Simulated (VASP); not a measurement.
## Sc: single point with PBE

The system is Sc.

```
CELL_PARAMETERS angstrom
3.31950 0.00000 0.00000
-1.65975 2.87477 0.00000
0.00000 0.00000 4.88730
ATOMIC_POSITIONS crystal
Sc 0.33333 0.66667 0.25000
Sc 0.66667 0.33333 0.75000
```

- Program: VASP 6.6.1
- Task: single point
- Functional: PBE
- Potentials or basis: VASP PAW PBE potentials, release 64 (Sc_sv)
- Cutoff: 520 eV
- k mesh: 15 × 15 × 10
- Occupations: gaussian, width 0.15 eV
- Spin: no spin polarisation
- Dipole correction: no
- Further INCAR settings: ALGO = Fast; EDIFF = 1e-06; NBANDS = 18

The pressure is 3.3 GPa. The band gap on the k mesh is zero (band 11 reaches 5.23 eV, above the bottom of band 12 at 3.39 eV).

Stress tensor (GPa, compression positive):
```
1.80 0.00 0.00
0.00 1.80 0.00
0.00 0.00 6.24
```

Levels at points of the mesh, in eV from the Fermi level:
```csv
k point,band 9,band 10,band 11,band 12,band 13,band 14
"(0.00, 0.00, 0.00)",-5.20,-1.63,1.22,1.60,1.60,2.18
"(0.00, 0.00, 0.50)",-3.47,-3.47,1.24,1.24,1.43,1.43
```

Run time: 4 min on 1 thread of Intel Xeon 8259CL (shared host), peak memory 0.25 GiB.
